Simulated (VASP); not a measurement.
Crystal: Ga.

```
Ga
1.0
     1.38300   -4.02650    0.00000
     1.38300    4.02650    0.00000
    -0.11745    0.00000    3.32993
Ga
2
Direct
  0.13100 0.86900 0.75000
  0.86900 0.13100 0.25000
```

```yaml
Program: VASP 6.6.1
Task: relaxation of cell and atoms
Functional: RPBE
Dispersion: D3(BJ)
Potentials_or_basis: VASP PAW PBE potentials, release 64 (Ga_d)
Cutoff: 600 eV
k_mesh: 10 × 10 × 8
Occupations: fermi-dirac, width 0.05 eV
Spin: no spin polarisation
```

At the start: pressure -13.8 GPa; volume 18.54 Å³/atom.

Task: How do energy, volume and symmetry change on relaxing?

Result: Over 20 steps the energy falls by 205.7 meV/atom and the volume is 15.01 Å³/atom (-19.0 %); space group C2/c (No. 15, to 0.1 Å) before, Cmcm (No. 63, to 0.1 Å).

The path:
| step | energy change (eV) | largest force (eV/Å) | pressure (GPa) | volume (Å³) |
| --- | --- | --- | --- | --- |
| 1 | 0.0000 | 0.3052 | -13.78 | 37.09 |
| 2 | -0.3675 | 0.0514 | 3.97 | 29.16 |
| 3 | -0.3780 | 0.1051 | 0.60 | 30.06 |
| 4 | -0.3779 | 0.1118 | 0.04 | 30.19 |
| 5 | -0.3941 | 0.0247 | -0.07 | 30.16 |
| 6 | -0.3948 | 0.2011 | 0.47 | 30.00 |
| 7 | -0.4067 | 0.0622 | -0.11 | 30.11 |
| 8 | -0.4074 | 0.0968 | 0.17 | 30.08 |
| 9 | -0.4075 | 0.0822 | 0.18 | 30.09 |
| 10 | -0.4099 | 0.0562 | -0.30 | 30.18 |
| 11 | -0.4101 | 0.0437 | -0.57 | 30.22 |
| 12 | -0.4110 | 0.0254 | 0.44 | 29.93 |
| 13 | -0.4111 | 0.0021 | 0.08 | 30.00 |
| 14 | -0.4111 | 0.0109 | 0.19 | 29.99 |
| 15 | -0.4113 | 0.0196 | -0.02 | 30.05 |
| 16 | -0.4113 | 0.0244 | -0.19 | 30.07 |
| 17 | -0.4113 | 0.0084 | 0.21 | 29.99 |
| 18 | -0.4114 | 0.0106 | 0.16 | 30.02 |
| 19 | -0.4114 | 0.0135 | 0.05 | 30.03 |
| 20 | -0.4114 | 0.0067 | 0.01 | 30.03 |

Final structure:
```cif
data_structure
_symmetry_space_group_name_H-M 'P 1'
_symmetry_Int_Tables_number 1
_cell_length_a 4.1322
_cell_length_b 4.1322
_cell_length_c 2.9232
_cell_angle_alpha 89.981
_cell_angle_beta 89.981
_cell_angle_gamma 143.017
_cell_volume 30.03
loop_
_atom_site_label
_atom_site_type_symbol
_atom_site_fract_x
_atom_site_fract_y
_atom_site_fract_z
_atom_site_occupancy
Ga1 Ga 0.13325 0.86675 0.75000 1
Ga2 Ga 0.86675 0.13325 0.25000 1
```

Caveat: the volume moved by over 15 % at a fixed basis, so the end points are rough; the dispersion term is far too large for a dense solid, which distorts pressure and volume; the PAW data sets were made with another functional, which shifts forces and pressure a little.
